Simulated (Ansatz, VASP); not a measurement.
## ScAl3N4: VASP beside Ansatz

```
Sc Al N
1.0
    -3.20859    0.00000    0.00000
     0.00000    5.60375   -0.00225
     1.60429   -2.79984   -5.03876
Sc Al N
1 3 4
Direct
  0.02361 0.35621 0.04721
  0.52211 0.85623 0.04423
  0.77308 0.43886 0.54615
  0.27116 0.93888 0.54232
  0.78473 0.11738 0.56947
  0.28601 0.62026 0.57201
  0.53897 0.20042 0.07794
  0.03633 0.70777 0.07266
```

Change from the starting cell: polar distortion scaled by 0.25.

Alike in both runs: task single point; functional PBEsol; k mesh 10 × 8 × 10; no spin polarisation.

|  | VASP | Ansatz |
| --- | --- | --- |
| version | VASP 6.6.1 | Ansatz 0.2.0 |
| potentials or method | VASP PAW PBE potentials, release 64 (Sc_sv, Al, N), cutoff 520 eV | scalar-relativistic, plane waves, PAW |
| occupations | gaussian, width 0.01 eV | fixed |
| valence electrons in the cell | 40 | 40 |

```csv
,VASP,Ansatz,Ansatz less VASP
gap on the k mesh at the Fermi level (eV),2.25,2.24,-0.009
least direct gap on the mesh (eV),2.25,2.24,-0.009
pressure (GPa),6.4,6.0,-0.40
"traceless stress, the component that is largest in VASP (GPa)",-20.97,-20.56,+0.404
rms of the force components (eV/Å),1.014,0.984,-0.0300
```

VASP's potentials were made for PBE, not for PBEsol, and Ansatz warns of the same on its side. Atom by atom the forces differ by 0.032 eV/Å (rms over components).
